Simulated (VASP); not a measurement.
Wanted: the native input for a VASP 6.6.1 run.

| Quantity | Value |
| --- | --- |
| Task | single point |
| Functional | PBE |
| Potentials or basis | VASP PAW PBE potentials, release 64 (Ca_sv) |
| Cutoff | 520 eV |
| k mesh | 14 × 14 × 14 |
| Occupations | gaussian, width 0.15 eV |
| Spin | no spin polarisation |
| Dipole correction | no |
| Further INCAR settings | ALGO = Fast; EDIFF = 1e-06; NBANDS = 11 |

The structure of Ca lies in POSCAR:

```
Ca
1.0
    0.0000000000      2.7103740000      2.7522870000
    2.7103740000      0.0000000000      2.7522870000
    2.7103740000      2.7103740000      0.0000000000
Ca
1
Direct
    0.0000000000      0.0000000000      0.0000000000
```

This cell differs from its parent crystal: strain -0.030 along x and y, -0.015 along z.

These files were run (other wordings do the same):

INCAR

```
ALGO     = Fast           # electronic algorithm
EDIFF    = 1E-6           # SCF threshold, eV
ENCUT    = 520            # plane-wave cutoff, eV
GGA      = PE             # functional
ISIF     = 2              # what is computed and relaxed
ISMEAR   = 0              # smearing method
LASPH    = True           # aspherical terms in the spheres
LCHARG   = False          # write CHGCAR
LREAL    = False          # projectors in reciprocal space
LWAVE    = False          # write WAVECAR
NBANDS   = 11             # bands
NELM     = 80             # most SCF steps
PREC     = Accurate       # precision mode
SIGMA    = 0.15           # smearing width, eV
```

KPOINTS

```
k-points
0
Gamma
  14 14 14
```

Potentials or basis: VASP PAW PBE potentials, release 64 (Ca_sv).

The run is started by

```console
$ cat potpaw_PBE.64/Ca_sv/POTCAR > POTCAR
$ mpirun -np 1 vasp_std > vasp.out
```

Results of the run:

* Pressure: 0.8 GPa
* Band gap on the k mesh: zero (band 5 reaches 2.27 eV, above the bottom of band 6 at 2.01 eV)

Caveat: the cell differs from its parent crystal (strain -0.030 along x and y, -0.015 along z).

Run time: 110 s on 1 thread of Intel(R) Xeon(R) Platinum 8488C (Sapphire Rapids) (shared host), peak memory 0.23 GiB.
